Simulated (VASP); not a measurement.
**HfN: single point with PBE**

HfN:

```xyz
2
Lattice="0.0000 2.2042 2.2042 2.2042 0.0000 2.2042 2.2042 2.2042 0.0000" Properties=species:S:1:pos:R:3 pbc="T T T"
Hf    0.0000    0.0000    0.0000
N     2.2042    2.2042    2.2042
```

```
Program                : VASP 6.6.1
Task                   : single point
Functional             : PBE
Potentials or basis    : VASP PAW PBE potentials, release 64 (Hf_pv, N)
Cutoff                 : 520 eV
k mesh                 : 16 × 16 × 16
Occupations            : gaussian, width 0.1 eV
Spin                   : no spin polarisation
Dipole correction      : no
Further INCAR settings : ALGO = Normal; EDIFF = 1e-06; NBANDS = 14
```

```
Pressure               : 27.5 GPa
Band gap on the k mesh : zero (an odd number of electrons rules out a gap without spin polarisation)
```

Levels at points of the mesh, in eV from the Fermi level:
```tsv
k point	band 4	band 5	band 6	band 7	band 8	band 9	band 10	band 11	band 12	band 13
(0.00, 0.00, 0.00)	-17.95	-3.11	-3.11	-3.11	-0.39	-0.39	-0.39	2.15	2.15	2.53
(0.50, 0.00, 0.00)	-14.78	-9.32	-6.57	-6.57	3.63	4.09	4.09	4.83	9.76	9.76
(0.50, 0.50, 0.00)	-16.85	-5.38	-4.16	-3.72	-3.72	4.51	6.12	6.12	6.50	9.00
```

It took 39 s on 1 thread of Intel Xeon 8259CL, on a shared host, peak memory 0.17 GiB.

Caveat: the cell stands under pressure; spin-orbit coupling is left out, which moves the levels of the heavy elements.
